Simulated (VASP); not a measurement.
# AlCu3 (Pm-3m) in VASP: notebook

The runs below take AlCu3 through single point, with PBEsol.

Everything below comes from runs of VASP 6.6.1. Logs are shortened: lines on timing, memory, paths and dates and some standing lists are left out, and cuts for length are marked.

## (1) The cell of the first run

Symmetry: Pm-3m, No. 221, cubic system. Conventional cell: a = 3.558 Å, b = 3.558 Å, c = 3.558 Å, α = 90.00°, β = 90.00°, γ = 90.00°. Within 3.3 Å of Al (site symmetry m-3m) lie 12 Cu at 2.52 Å. Within 3.3 Å of Cu (site symmetry 4/mmm) lie 4 Al at 2.52 Å and 8 Cu at 2.52 Å.

## (2) Single point, PBEsol (11.26 Å³/atom)

INCAR

```
ALGO = Normal
EDIFF = 1E-6
ENCUT = 520
GGA = PS
ISIF = 2
ISMEAR = 0
LASPH = True
LCHARG = False
LREAL = False
LWAVE = False
NBANDS = 26
NELM = 80
PREC = Accurate
SIGMA = 0.1
```

KPOINTS

```
k-points
0
Gamma
  12 12 12
```

POSCAR

```
AlCu3
1.0
    3.5577297953      0.0000000000      0.0000000000
    0.0000000000      3.5577297953      0.0000000000
    0.0000000000      0.0000000000      3.5577297953
Al Cu
1 3
Direct
    0.0000000000      0.0000000000      0.0000000000
    0.5000000000      0.5000000000      0.0000000000
    0.5000000000      0.0000000000      0.5000000000
    0.0000000000      0.5000000000      0.5000000000
```

Potentials or basis: VASP PAW PBE potentials, release 64 (Al, Cu).

Run with:

```sh
$ cat potpaw_PBE.64/Al/POTCAR potpaw_PBE.64/Cu/POTCAR > POTCAR
$ mpirun -np 1 vasp_std > vasp.out
```

OUTCAR:

```text
EDIFF = 1E-6
   ENCUT = 520
   GGA = PS
   ISIF = 2
   ISMEAR = 0
   LASPH = True
   LREAL = False
   NELM = 80
   PREC = Accurate

 ion  position               nearest neighbor table
   1  0.000  0.000  0.000-   2 2.52   3 2.52   4 2.52   3 2.52   4 2.52   2 2.52   4 2.52   4 2.52
                             2 2.52   3 2.52   3 2.52   2 2.52
   2  0.500  0.500  0.000-   1 2.52   3 2.52   4 2.52   3 2.52   4 2.52   1 2.52   3 2.52   3 2.52
                             1 2.52   4 2.52   4 2.52   1 2.52
   3  0.500  0.000  0.500-   1 2.52   2 2.52   4 2.52   1 2.52   2 2.52   2 2.52   4 2.52   2 2.52
                             1 2.52   4 2.52   1 2.52   4 2.52
   4  0.000  0.500  0.500-   1 2.52   2 2.52   3 2.52   1 2.52   2 2.52   1 2.52   3 2.52   1 2.52
                             2 2.52   3 2.52   2 2.52   3 2.52

  LATTYP: Found a simple cubic cell.
 ALAT       =     3.5577297953

  Lattice vectors:

 A1 = (   3.5577297953,   0.0000000000,   0.0000000000)
 A2 = (   0.0000000000,   3.5577297953,   0.0000000000)
 A3 = (   0.0000000000,   0.0000000000,   3.5577297953)

Analysis of symmetry for initial positions (statically):
=====================================================================
 Subroutine PRICEL returns:
 Original cell was already a primitive cell.

 Routine SETGRP: Setting up the symmetry group for a
 simple cubic supercell.

 Subroutine GETGRP returns: Found 48 space group operations
 (whereof 48 operations were pure point group operations)
 out of a pool of 48 trial point group operations.

The static configuration has the point symmetry O_h .

Analysis of symmetry for dynamics (positions and initial velocities):
=====================================================================
 Subroutine PRICEL returns:
 Original cell was already a primitive cell.

 Routine SETGRP: Setting up the symmetry group for a
 simple cubic supercell.

 Subroutine GETGRP returns: Found 48 space group operations
 (whereof 48 operations were pure point group operations)
 out of a pool of 48 trial point group operations.

The dynamic configuration has the point symmetry O_h .

 Subroutine INISYM returns: Found 48 space group operations
 (whereof 48 operations are pure point group operations),
 and found     1 'primitive' translations

----------------------------------------------------------------------------------------

                                     Primitive cell

  volume of cell :      45.0318

  direct lattice vectors                    reciprocal lattice vectors
     3.557729795  0.000000000  0.000000000     0.281078119  0.000000000  0.000000000
     0.000000000  3.557729795  0.000000000     0.000000000  0.281078119  0.000000000
     0.000000000  0.000000000  3.557729795     0.000000000  0.000000000  0.281078119

  length of vectors
     3.557729795  3.557729795  3.557729795     0.281078119  0.281078119  0.281078119

  position of ions in fractional coordinates (direct lattice)
     0.000000000  0.000000000  0.000000000
     0.500000000  0.500000000  0.000000000
     0.500000000  0.000000000  0.500000000
     0.000000000  0.500000000  0.500000000

  ion indices of the primitive-cell ions
   primitive index   ion index
                 1           1
                 2           2
                 3           3
                 4           4

----------------------------------------------------------------------------------------

 KPOINTS: k-points

Automatic generation of k-mesh.
 Grid dimensions read from file:
 generate k-points for:   12   12   12

 Generating k-lattice:

  Cartesian coordinates                     Fractional coordinates (reciprocal lattice)
     0.023423177  0.000000000  0.000000000     0.083333333  0.000000000  0.000000000
     0.000000000  0.023423177  0.000000000     0.000000000  0.083333333  0.000000000
     0.000000000  0.000000000  0.023423177     0.000000000  0.000000000  0.083333333

  Length of vectors
     0.023423177  0.023423177  0.023423177

  Shift w.r.t. Gamma in fractional coordinates (k-lattice)
     0.000000000  0.000000000  0.000000000

 Subroutine IBZKPT returns following result:
 ===========================================

 Found     84 irreducible k-points:

 Following reciprocal coordinates:
            Coordinates               Weight
  0.000000  0.000000  0.000000      1.000000
  0.083333  0.000000  0.000000      6.000000
  0.166667  0.000000  0.000000      6.000000
  0.250000  0.000000  0.000000      6.000000
  0.333333  0.000000  0.000000      6.000000
  0.416667  0.000000  0.000000      6.000000
[... 16 lines left out ...]
  0.333333  0.333333  0.000000     12.000000
  0.416667  0.333333  0.000000     24.000000
 [... further k-points ...]
   k-points           NKPTS =     84   k-points in BZ     NKDIM =     84   number of bands    NBANDS=     26
   number of dos      NEDOS =    301   number of ions     NIONS =      4
   total plane-waves  NPLWV =  21952
   dimension x,y,z NGX =    28 NGY =   28 NGZ =   28
   dimension x,y,z NGXF=    56 NGYF=   56 NGZF=   56
   ions per type =               1   3
   NGX,Y,Z   is equivalent  to a cutoff of  13.08, 13.08, 13.08 a.u.
   NGXF,Y,Z  is equivalent  to a cutoff of  26.17, 26.17, 26.17 a.u.
 SYSTEM =  unknown system
   PREC   = accura    normal or accurate (medium, high low for compatibility)
   ISTART =      0    job   : 0-new  1-cont  2-samecut
   ICHARG =      2    charge: 1-file 2-atom 10-const
   ISPIN  =      1    spin polarized calculation?
   LNONCOLLINEAR =      F non collinear calculations
   LSORBIT =      F    spin-orbit coupling
   LASPH  =      T    aspherical Exc in radial PAW
   ENCUT  =  520.0 eV  38.22 Ry    6.18 a.u.   6.62  6.62  6.62*2*pi/ulx,y,z
   NELM   =     80;   NELMIN=  2; NELMDL= -5     # of ELM steps
   EDIFF  = 0.1E-05   stopping-criterion for ELM
   LREAL  =      F    real-space projection
   EDIFFG = 0.1E-04   stopping-criterion for IOM
   NSW    =      0    number of steps for IOM
   IBRION =     -1    ionic relax: 0-MD 1-quasi-New 2-CG
   NFREE  =      0    steps in history (QN), initial steepest desc. (CG)
   ISIF   =      2    stress and relaxation
   ISYM   =      2    0-nonsym 1-usesym 2-fastsym
   POTIM  = 0.5000    time-step for ionic-motion
   TEBEG  =    0.0;   TEEND  =   0.0 temperature during run
   PSTRESS=    0.0 pullay stress
   NELECT =      36.0000    total number of electrons
   NUPDOWN=      -1.0000    fix difference up-down
   EMIN   =  10.00;   EMAX   =-10.00  energy-range for DOS
   EFERMI =   0.00;   METHOD = LEGACY
   ISMEAR =     0;   SIGMA  =   0.10  broadening in eV -4-tet -1-fermi 0-gaus
   EFERMI_NEDOS =   21; number of points for ismear=-14 and -15
   IALGO  =     38    algorithm
   IMIX   =      4    mixing-type and parameters
     AMIX     =   0.40;   BMIX     =  1.00
     AMIX_MAG =   1.60;   BMIX_MAG =  1.00
  volume/ion in A,a.u.               =      11.26        75.97
  Fermi-wavevector in a.u.,A,eV,Ry     =   1.519390  2.871231 31.409690  2.308547
  Thomas-Fermi vector in A             =   2.628383
   LORBIT       =      0    0 simple, 1 ext, 2 COOP (PROOUT), +10 PAW based schemes
   GGA     = PS    functional components
   LHFCALC =     F    Hartree Fock is set to
   AEXX    =    0.0000 exact exchange contribution
   IVDW    =     0    specifies the selected vdW correction
   LEPSILON=     F    determine dielectric tensor
   LRPA    =     F    only Hartree local field effects (RPA)
 non-spin polarized calculation
 Gauss-broadening in eV      SIGMA  =   0.10
  energy-cutoff  :      520.00
  volume of cell :       45.03
 maximum number of plane-waves:      1233
 NGX is ok and might be reduce to    28
   NGX = 13   NGY = 13   NGZ = 13

 number of electron      35.9999940 magnetization

 Free energy of the ion-electron system (eV)
  ---------------------------------------------------
  ext. energy  EPLUGINS =         0.00000000
  ---------------------------------------------------
  free energy    TOTEN  =       -17.67613385 eV

  energy without entropy =      -17.67067689  energy(sigma->0) =      -17.67340537

 E-fermi :   9.4273     XC(G=0): -12.8358

 val. band max:        9.3989940274   @ k =   0.5000   0.2500   0.2500
 cond. band min:       9.4283085696   @ k =   0.2500   0.1667   0.1667
 fundamental gap:      0.0293145422
 Fermi energy:         9.4273324925

 k-point     1 :       0.0000    0.0000    0.0000
  band No.  band energies     occupation
      1      -1.7770      2.00000
      2       3.6048      2.00000
      3       4.2225      2.00000
      4       4.2225      2.00000
      5       4.5184      2.00000
      6       4.5184      2.00000
[... 18 lines left out ...]
     25      20.4377      0.00000
     26      21.7643      0.00000

 k-point     2 :       0.0833    0.0000    0.0000
  band No.  band energies     occupation
      1      -1.6922      2.00000
      2       3.6298      2.00000
      3       4.1869      2.00000
      4       4.2695      2.00000
      5       4.5317      2.00000
      6       4.5317      2.00000
[... 18 lines left out ...]
     25      20.1496      0.00000
     26      21.3020      0.00000

 k-point     3 :       0.1667    0.0000    0.0000
  band No.  band energies     occupation
      1      -1.4394      2.00000
      2       3.6671      2.00000
      3       4.0814      2.00000
      4       4.4049      2.00000
      5       4.5702      2.00000
      6       4.5702      2.00000
[... 18 lines left out ...]
     25      19.4738      0.00000
     26      20.3796      0.00000

 k-point     4 :       0.2500    0.0000    0.0000
  band No.  band energies     occupation
      1      -1.0238      2.00000
      2       3.4702      2.00000
      3       4.0464      2.00000
      4       4.6111      2.00000
      5       4.6292      2.00000
      6       4.6292      2.00000
[... 18 lines left out ...]
     25      19.0751      0.00000
     26      19.3679      0.00000
[... 496 lines left out ...]
      1       1.4341      2.00000
      2       2.0331      2.00000
      3       4.3207      2.00000
      4       4.5953      2.00000
      5       4.7293      2.00000
      6       4.9503      2.00000
[... 18 lines left out ...]
     25      19.8816      0.00000
     26      21.4224      0.00000

 k-point    23 :       0.3333    0.3333    0.0000
  band No.  band energies     occupation
      1       0.7649      2.00000
      2       3.5616      2.00000
      3       3.6757      2.00000
      4       4.6496      2.00000
      5       4.6548      2.00000
      6       4.9302      2.00000
[... 18 lines left out ...]
     25      19.5014      0.00000
     26      20.8868      0.00000

 k-point    24 :       0.4167    0.3333    0.0000
  band No.  band energies     occupation
      1       1.3830      2.00000
      2       2.9793      2.00000
      3       3.8673      2.00000
      4       4.6841      2.00000
      5       4.6874      2.00000
      6       5.0497      2.00000
[... 18 lines left out ...]
     25      19.8089      0.00000
     26      20.6370      0.00000

 [... further k-points ...]

------------------------ aborting loop because EDIFF is reached ----------------------------------------

  FORCE on cell =-STRESS in cart. coord.  units (eV):
  Direction    XX          YY          ZZ          XY          YZ          ZX
  --------------------------------------------------------------------------------------
  -------------------------------------------------------------------------------------
  Total        3.1957055      3.1957055      3.1957055      0.0000000      0.0000000      0.0000000
  in kB      113.6994715    113.6994715    113.6994715      0.0000000      0.0000000      0.0000000
  external PRESSURE =     113.6994715 kB  Pullay stress =       0.0000000 kB

 VOLUME and BASIS-vectors are now :
 -----------------------------------------------------------------------------
  energy-cutoff  :      520.00
  volume of cell :       45.03
      direct lattice vectors                 reciprocal lattice vectors
     3.557729795  0.000000000  0.000000000     0.281078119  0.000000000  0.000000000
     0.000000000  3.557729795  0.000000000     0.000000000  0.281078119  0.000000000
     0.000000000  0.000000000  3.557729795     0.000000000  0.000000000  0.281078119

 POSITION                                       TOTAL-FORCE (eV/Angst)
 -----------------------------------------------------------------------------------
      0.00000      0.00000      0.00000         0.000000      0.000000      0.000000
      1.77886      1.77886      0.00000         0.000000      0.000000      0.000000
      1.77886      0.00000      1.77886         0.000000      0.000000      0.000000
      0.00000      1.77886      1.77886         0.000000      0.000000      0.000000
 -----------------------------------------------------------------------------------
    total drift:                                0.000000      0.000000      0.000000

  FREE ENERGIE OF THE ION-ELECTRON SYSTEM (eV)
  ---------------------------------------------------
  free  energy   TOTEN  =       -17.6761338507 eV

  energy  without entropy=      -17.6706768896  energy(sigma->0) =      -17.67340537
```

Run time: 48 s. Hardware: 1 thread of Intel Xeon Platinum 8488C (Sapphire Rapids), shared host; peak memory 0.21 GiB.

Results:

```yaml
Free_energy: -17.6761 eV
Pressure: 11.4 GPa
Band_gap_on_the_k_mesh: zero (bands 18 and 19 overlap by 5.86 eV)
```

Caveat: the cell stands under pressure; the PAW data sets were made with another functional, which shifts forces and pressure a little.

## (3) Single point, PBEsol (11.62 Å³/atom)

This run uses another cell than the first one, of 11.62 Å³/atom.

INCAR

```
SYSTEM = AlCu3
  ALGO = Fast
  EDIFF = 1E-6
  ENCUT = 520
  GGA = PS
  ISIF = 2
  ISMEAR = 0
  LASPH = .TRUE.
  LCHARG = .FALSE.
  LREAL = .FALSE.
  LWAVE = .FALSE.
  NBANDS = 26
  NELM = 60
  PREC = Accurate
  SIGMA = 0.1
```

KPOINTS

```
k-points
0
G
  12 12 12
  0 0 0
```

POSCAR

```
AlCu3
1.0
    3.5951823349      0.0000000000      0.0000000000
    0.0000000000      3.5951823349      0.0000000000
    0.0000000000      0.0000000000      3.5951823349
Al Cu
1 3
Direct
    0.0000000000      0.0000000000      0.0000000000
    0.5000000000      0.5000000000      0.0000000000
    0.5000000000      0.0000000000      0.5000000000
    0.0000000000      0.5000000000      0.5000000000
```

Potentials or basis: VASP PAW PBE potentials, release 64 (Al, Cu).

Run with:

```sh
$ cat potpaw_PBE.64/Al/POTCAR potpaw_PBE.64/Cu/POTCAR > POTCAR
$ mpirun -np 1 vasp_std > vasp.out
```

It took 63 s on 1 thread of Intel Xeon Platinum 8488C (Sapphire Rapids), shared host; peak memory 0.2 GiB.

The run converged. Its results:

```
Free energy            : -17.7523 eV
Pressure               : 5.6 GPa
Band gap on the k mesh : zero (bands 18 and 19 overlap by 5.68 eV)
```

Levels at points of the mesh, in eV from the Fermi level:
```tsv
k point	band 14	band 15	band 16	band 17	band 18	band 19	band 20	band 21	band 22	band 23
(0.00, 0.00, 0.00)	-2.09	-2.09	-2.09	-0.32	-0.32	-0.32	4.53	4.53	5.37	10.78
(0.50, 0.00, 0.00)	-3.04	-2.95	-2.54	-2.09	3.92	3.92	3.97	3.97	4.85	6.20
(0.50, 0.50, 0.00)	-2.96	-2.95	-2.82	-2.40	-1.20	-1.20	6.55	6.55	6.58	7.20
(0.50, 0.50, 0.50)	-3.03	-3.03	-2.27	-2.27	-2.27	-1.55	1.51	1.88	1.88	1.88
```

Caveat: the cell stands under pressure; the PAW data sets were made with another functional, which shifts forces and pressure a little.

## (4) Single point, PBEsol (12.34 Å³/atom)

This run uses another cell than the first one, of 12.34 Å³/atom.

INCAR

```
SYSTEM = AlCu3
ALGO     = Normal         ! electronic algorithm
EDIFF    = 1E-7           ! SCF threshold, eV
ENCUT    = 520            ! plane-wave cutoff, eV
GGA      = PS             ! functional
ISIF     = 2              ! what is computed and relaxed
ISMEAR   = 0              ! smearing method
LASPH    = .TRUE.         ! aspherical terms in the spheres
LCHARG   = .TRUE.         ! write CHGCAR
LELF     = .TRUE.         ! ELF
LREAL    = .FALSE.        ! projectors in reciprocal space
LVHAR    = .TRUE.       
LWAVE    = .FALSE.        ! write WAVECAR
NBANDS   = 26             ! bands
NELM     = 100            ! most SCF steps
PREC     = Accurate       ! precision mode
SIGMA    = 0.1            ! smearing width, eV
```

KPOINTS is that of step 3.

POSCAR

```
AlCu3
1.0
    3.6678318545      0.0000000000      0.0000000000
    0.0000000000      3.6678318545      0.0000000000
    0.0000000000      0.0000000000      3.6678318545
Al Cu
1 3
Direct
    0.0000000000      0.0000000000      0.0000000000
    0.5000000000      0.5000000000      0.0000000000
    0.5000000000      0.0000000000      0.5000000000
    0.0000000000      0.5000000000      0.5000000000
```

Run with:

```sh
$ cat potpaw_PBE.64/Al/POTCAR potpaw_PBE.64/Cu/POTCAR > POTCAR
$ mpirun -np 1 vasp_std > vasp.out
```

Run time: 59 s. Hardware: 1 thread of Intel Xeon Platinum 8488C (Sapphire Rapids), shared host; peak memory 0.21 GiB.

Results (log left out):

| Property | Result |
| --- | --- |
| Free energy | -17.7662 eV |
| Pressure | -3.7 GPa |
| Band gap on the k mesh | zero (bands 18 and 19 overlap by 5.42 eV) |

Levels at points of the mesh, in eV from the Fermi level:
```csv
k point,band 16,band 17,band 18,band 19,band 20,band 21
"(0.00, 0.00, 0.00)",-2.02,-0.24,-0.24,-0.24,4.31,4.31
"(0.50, 0.00, 0.00)",-2.42,-2.02,3.73,3.73,3.88,3.88
"(0.50, 0.50, 0.00)",-2.69,-2.30,-1.19,-1.19,6.23,6.37
"(0.50, 0.50, 0.50)",-2.18,-2.18,-2.18,-1.35,1.22,1.71
```

Caveat: the cell stands under tension; the PAW data sets were made with another functional, which shifts forces and pressure a little.

## (5) Summary

| cell | gap on the mesh (eV) | pressure (GPa) |
| --- | --- | --- |
| a = 3.558 Å, 4 atoms | none | 11.4 |
| a = 3.595 Å, 4 atoms | none | 5.6 |
| a = 3.668 Å, 4 atoms | none | -3.7 |

Alike in all rows: task single point; level PBEsol; potentials or basis VASP PAW PBE potentials, release 64 (Al, Cu); no spin polarisation; k mesh 12 × 12 × 12; cutoff (eV) 520; smearing gaussian 0.1 eV.

Caveats: the PAW data sets were made with another functional, which shifts forces and pressure a little; the cell stands under pressure (at least some runs); the cell stands under tension (at least some runs).

Total energies depend on the potentials used, so only differences within one code and one set of settings carry meaning.
